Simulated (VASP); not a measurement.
# Ge (P-3m1) in VASP: single point with PBE+D3(BJ)

Aim: the single point of Ge with PBE+D3(BJ).

All numbers are computed with VASP 6.6.1; they aren't measurements. Logs are shortened: lines on timing, memory, paths and dates and some standing lists are left out, and cuts for length are marked.

### 1 The cell of the first run

Symmetry: P-3m1, No. 164, trigonal system. Conventional cell: a = 4.090 Å, b = 4.090 Å, c = 3.327 Å, α = 90.00°, β = 90.00°, γ = 120.00°. Ge (site symmetry 3m) has 8 Ge at 2.54 to 3.36 Å within 3.4 Å.

### 2 Single point, PBE+D3(BJ)

Input file POSCAR:

```
Ge
1.0
    4.0904075602      0.0000000000      0.0000000000
   -2.0452037801      3.5423968590      0.0000000000
    0.0000000000      0.0000000000      3.3265803534
Ge
2
Direct
    0.6666666667      0.3333333333      0.1408613929
    0.3333333333      0.6666666667      0.8591386071
```

Input file INCAR.step1:

```
SYSTEM = Ge
  PREC = Accurate
  ENCUT = 520
  EDIFF = 1E-6
  ISMEAR = 0
  SIGMA = 0.1
  LREAL = .FALSE.
  LASPH = .TRUE.
  NELM = 100
  ALGO = Normal
  ISIF = 2
  LWAVE = .FALSE.
  LCHARG = .TRUE.
  GGA = PE
  IVDW = 12
  NBANDS = 21
```

Input file KPOINTS.step1:

```
Automatic mesh
0
G
  15 15 16
  0 0 0
```

Input file INCAR.step2:

```
SYSTEM = Ge
  PREC = Accurate
  ENCUT = 520
  EDIFF = 1E-6
  ISMEAR = -5
  SIGMA = 0.1
  LREAL = .FALSE.
  LASPH = .TRUE.
  NELM = 100
  ALGO = Normal
  ISIF = 2
  LWAVE = .FALSE.
  LCHARG = .FALSE.
  GGA = PE
  IVDW = 12
  LORBIT = 11
  NEDOS = 1001
  ICHARG = 11
```

Input file KPOINTS.step2:

```
Automatic mesh
0
G
  23 23 24
  0 0 0
```

Potentials or basis: VASP PAW PBE potentials, release 64 (Ge_d).

Started as:

```
cat potpaw_PBE.64/Ge_d/POTCAR > POTCAR
cp INCAR.step1 INCAR
cp KPOINTS.step1 KPOINTS
mpirun -np 1 vasp_std > vasp.out
cp INCAR.step2 INCAR
cp KPOINTS.step2 KPOINTS
mpirun -np 1 vasp_std > vasp.out
```

OUTCAR:

```text
SYSTEM = Ge
   PREC = Accurate
   ENCUT = 520
   EDIFF = 1E-6
   ISMEAR = -5
   LREAL = .FALSE.
   LASPH = .TRUE.
   NELM = 100
   ISIF = 2
   GGA = PE
   IVDW = 12
   LORBIT = 11
   ICHARG = 11
 IVDW          = 12

 ion  position               nearest neighbor table
   1  0.667  0.333  0.141-   2 2.54   2 2.54   2 2.54
   2  0.333  0.667  0.859-   1 2.54   1 2.54   1 2.54

  LATTYP: Found a hexagonal cell.
 ALAT       =     4.0904075602
 C/A-ratio  =     0.8132637896

  Lattice vectors:

 A1 = (   4.0904075602,   0.0000000000,   0.0000000000)
 A2 = (  -2.0452037801,   3.5423968590,   0.0000000000)
 A3 = (   0.0000000000,   0.0000000000,   3.3265803534)

Analysis of symmetry for initial positions (statically):
=====================================================================
 Subroutine PRICEL returns:
 Original cell was already a primitive cell.

 Routine SETGRP: Setting up the symmetry group for a
 hexagonal supercell.

 Subroutine GETGRP returns: Found 12 space group operations
 (whereof 12 operations were pure point group operations)
 out of a pool of 24 trial point group operations.

The static configuration has the point symmetry D_3d.

Analysis of symmetry for dynamics (positions and initial velocities):
=====================================================================
 Subroutine PRICEL returns:
 Original cell was already a primitive cell.

 Routine SETGRP: Setting up the symmetry group for a
 hexagonal supercell.

 Subroutine GETGRP returns: Found 12 space group operations
 (whereof 12 operations were pure point group operations)
 out of a pool of 24 trial point group operations.

The dynamic configuration has the point symmetry D_3d.

 Subroutine INISYM returns: Found 12 space group operations
 (whereof 12 operations are pure point group operations),
 and found     1 'primitive' translations

----------------------------------------------------------------------------------------

                                     Primitive cell

  volume of cell :      48.2016

  direct lattice vectors                    reciprocal lattice vectors
     4.090407560  0.000000000  0.000000000     0.244474416  0.141147370  0.000000000
    -2.045203780  3.542396859  0.000000000     0.000000000  0.282294740  0.000000000
     0.000000000  0.000000000  3.326580353     0.000000000  0.000000000  0.300609002

  length of vectors
     4.090407560  4.090407560  3.326580353     0.282294740  0.282294740  0.300609002

  position of ions in fractional coordinates (direct lattice)
     0.666666667  0.333333333  0.140861393
     0.333333333  0.666666667  0.859138607

  ion indices of the primitive-cell ions
   primitive index   ion index
                 1           1
                 2           2

----------------------------------------------------------------------------------------

 KPOINTS: Automatic mesh

Automatic generation of k-mesh.
 Grid dimensions read from file:
 generate k-points for:   23   23   24

 Generating k-lattice:

  Cartesian coordinates                     Fractional coordinates (reciprocal lattice)
     0.010629322  0.006136842  0.000000000     0.043478261 -0.000000000  0.000000000
     0.000000000  0.012273684  0.000000000     0.000000000  0.043478261  0.000000000
     0.000000000  0.000000000  0.012525375     0.000000000  0.000000000  0.041666667

  Length of vectors
     0.012273684  0.012273684  0.012525375

  Shift w.r.t. Gamma in fractional coordinates (k-lattice)
     0.000000000  0.000000000  0.000000000

 TETIRR: Found  18936 inequivalent tetrahedra from    76176

 Subroutine IBZKPT returns following result:
 ===========================================

 Found   1212 irreducible k-points:

 Following reciprocal coordinates:
            Coordinates               Weight
  0.000000  0.000000  0.000000      1.000000
  0.043478  0.000000  0.000000      6.000000
  0.086957  0.000000  0.000000      6.000000
  0.130435  0.000000  0.000000      6.000000
  0.173913  0.000000  0.000000      6.000000
  0.217391  0.000000  0.000000      6.000000
[... 16 lines left out ...]
  0.478261  0.043478  0.000000      6.000000
  0.086957  0.086957  0.000000      6.000000
 [... further k-points ...]
   k-points           NKPTS =   1212   k-points in BZ     NKDIM =   1212   number of bands    NBANDS=     18
   number of dos      NEDOS =   1001   number of ions     NIONS =      2
   total plane-waves  NPLWV =  25200
   dimension x,y,z NGX =    30 NGY =   30 NGZ =   28
   dimension x,y,z NGXF=    60 NGYF=   60 NGZF=   56
   ions per type =               2
   NGX,Y,Z   is equivalent  to a cutoff of  12.19, 12.19, 13.99 a.u.
   NGXF,Y,Z  is equivalent  to a cutoff of  24.39, 24.39, 27.99 a.u.
 SYSTEM =  Ge
   PREC   = accura    normal or accurate (medium, high low for compatibility)
   ISTART =      0    job   : 0-new  1-cont  2-samecut
   ICHARG =     11    charge: 1-file 2-atom 10-const
   ISPIN  =      1    spin polarized calculation?
   LNONCOLLINEAR =      F non collinear calculations
   LSORBIT =      F    spin-orbit coupling
   LASPH  =      T    aspherical Exc in radial PAW
   ENCUT  =  520.0 eV  38.22 Ry    6.18 a.u.   7.61  7.61  6.19*2*pi/ulx,y,z
   NELM   =    100;   NELMIN=  2; NELMDL=  0     # of ELM steps
   EDIFF  = 0.1E-05   stopping-criterion for ELM
   LREAL  =      F    real-space projection
[... 7 lines left out ...]
   TEBEG  =    0.0;   TEEND  =   0.0 temperature during run
   PSTRESS=    0.0 pullay stress
   NELECT =      28.0000    total number of electrons
   NUPDOWN=      -1.0000    fix difference up-down
   EMIN   =  10.00;   EMAX   =-10.00  energy-range for DOS
   EFERMI =   0.00;   METHOD = LEGACY
   ISMEAR =    -5;   SIGMA  =   0.10  broadening in eV -4-tet -1-fermi 0-gaus
   EFERMI_NEDOS =   21; number of points for ismear=-14 and -15
   IALGO  =     38    algorithm
   IMIX   =      4    mixing-type and parameters
     AMIX     =   0.40;   BMIX     =  1.00
     AMIX_MAG =   1.60;   BMIX_MAG =  1.00
  volume/ion in A,a.u.               =      24.10       162.64
  Fermi-wavevector in a.u.,A,eV,Ry     =   1.365967  2.581304 25.386649  1.865866
  Thomas-Fermi vector in A             =   2.492149
   LORBIT       =     11    0 simple, 1 ext, 2 COOP (PROOUT), +10 PAW based schemes
   GGA     = PE    functional components
   LHFCALC =     F    Hartree Fock is set to
   AEXX    =    0.0000 exact exchange contribution
   IVDW    =    12    specifies the selected vdW correction
   LEPSILON=     F    determine dielectric tensor
   LRPA    =     F    only Hartree local field effects (RPA)
 non-spin polarized calculation
 Fermi weights with tetrahedron method with Bloechl corrections
  energy-cutoff  :      520.00
  volume of cell :       48.20
 maximum number of plane-waves:      1320

 number of electron      27.9999958 magnetization

 Free energy of the ion-electron system (eV)
  ---------------------------------------------------
  ext. energy  EPLUGINS =         0.00000000
  ---------------------------------------------------
  free energy    TOTEN  =        -8.41769815 eV

  energy without entropy =       -8.41769815  energy(sigma->0) =       -8.41769815

 E-fermi :   4.1419     XC(G=0):  -9.8100

 val. band max:        4.3409479033   @ k =   0.0000   0.0000   0.3750
 cond. band min:       3.9981034430   @ k =   0.0000   0.0000   0.2500
 fundamental gap:     -0.3428444603
 Fermi energy:         4.1419289359

 k-point     1 :       0.0000    0.0000    0.0000
  band No.  band energies     occupation
      1     -20.3779      2.00000
      2     -20.3779      2.00000
      3     -20.3268      2.00000
      4     -20.3101      2.00000
      5     -20.3100      2.00000
      6     -20.3071      2.00000
[... 10 lines left out ...]
     17       7.2077      0.00000
     18       7.4919      0.00000

 k-point     2 :       0.0435    0.0000    0.0000
  band No.  band energies     occupation
      1     -20.3784      2.00000
      2     -20.3780      2.00000
      3     -20.3256      2.00000
      4     -20.3140      2.00000
      5     -20.3095      2.00000
      6     -20.3031      2.00000
[... 10 lines left out ...]
     17       7.2937      0.00000
     18       7.5314      0.00000

 k-point     3 :       0.0870    0.0000    0.0000
  band No.  band energies     occupation
      1     -20.3796      2.00000
      2     -20.3784      2.00000
      3     -20.3229      2.00000
      4     -20.3185      2.00000
      5     -20.3078      2.00000
      6     -20.2979      2.00000
[... 10 lines left out ...]
     17       7.5396      0.00000
     18       7.6696      0.00000

 k-point     4 :       0.1304    0.0000    0.0000
  band No.  band energies     occupation
      1     -20.3811      2.00000
      2     -20.3789      2.00000
      3     -20.3255      2.00000
      4     -20.3163      2.00000
      5     -20.3052      2.00000
      6     -20.2927      2.00000
[... 375 lines left out ...]
      4     -20.3026      2.00000
      5     -20.2719      2.00000
      6     -20.2469      2.00000
[... 10 lines left out ...]
     17      11.1913      0.00000
     18      12.1213      0.00000

 k-point    23 :       0.4783    0.0435    0.0000
  band No.  band energies     occupation
      1     -20.3822      2.00000
      2     -20.3750      2.00000
      3     -20.3579      2.00000
      4     -20.3028      2.00000
      5     -20.2702      2.00000
      6     -20.2482      2.00000
[... 10 lines left out ...]
     17      11.2131      0.00000
     18      12.3019      0.00000

 k-point    24 :       0.0870    0.0870    0.0000
  band No.  band energies     occupation
      1     -20.3815      2.00000
      2     -20.3794      2.00000
      3     -20.3264      2.00000
      4     -20.3167      2.00000
      5     -20.3012      2.00000
      6     -20.2911      2.00000
[... 10 lines left out ...]
     17       7.6327      0.00000
     18       8.4835      0.00000

 [... further k-points ...]

------------------------ aborting loop because EDIFF is reached ----------------------------------------

 Edisp (eV)   -0.63343

 E8    (eV) :    -0.2811

  FORCE on cell =-STRESS in cart. coord.  units (eV):
  Direction    XX          YY          ZZ          XY          YZ          ZX
  --------------------------------------------------------------------------------------
  -------------------------------------------------------------------------------------
  Total      -0.05673    -0.05673     0.04545     0.00000    -0.00000     0.00000
  in kB      -1.88565    -1.88565     1.51074     0.00000    -0.00000     0.00000
  external pressure =       -0.75 kB  Pullay stress =        0.00 kB

 VOLUME and BASIS-vectors are now :
 -----------------------------------------------------------------------------
  energy-cutoff  :      520.00
  volume of cell :       48.20
      direct lattice vectors                 reciprocal lattice vectors
     4.090407560  0.000000000  0.000000000     0.244474416  0.141147370  0.000000000
    -2.045203780  3.542396859  0.000000000     0.000000000  0.282294740  0.000000000
     0.000000000  0.000000000  3.326580353     0.000000000  0.000000000  0.300609002

 POSITION                                       TOTAL-FORCE (eV/Angst)
 -----------------------------------------------------------------------------------
      2.04520      1.18080      0.46859        -0.000000     -0.000000     -0.013357
     -0.00000      2.36160      2.85799         0.000000      0.000000      0.013357
 -----------------------------------------------------------------------------------
    total drift:                               -0.000000      0.000000     -0.000000

  FREE ENERGIE OF THE ION-ELECTRON SYSTEM (eV)
  ---------------------------------------------------
  free  energy   TOTEN  =        -9.0511252162 eV

  energy  without entropy=       -9.0511252162  energy(sigma->0) =       -9.05112522

 total charge

# of ion       s       p       d       tot
------------------------------------------
    1        1.211   1.023  10.009  12.242
    2        1.211   1.023  10.009  12.242
--------------------------------------------------
tot          2.421   2.045  20.017  24.483
```

It took 14 min on 1 thread of Intel Xeon Platinum 8488C (Sapphire Rapids), shared host; peak memory 0.9 GiB.

What came out:

```yaml
Valence_electrons_inside_the_program's_atomic_spheres: Ge 12.24
Dispersion_energy_per_atom: -0.317 eV
```

Caveat: tetrahedron occupations give inexact forces and stress in metals.
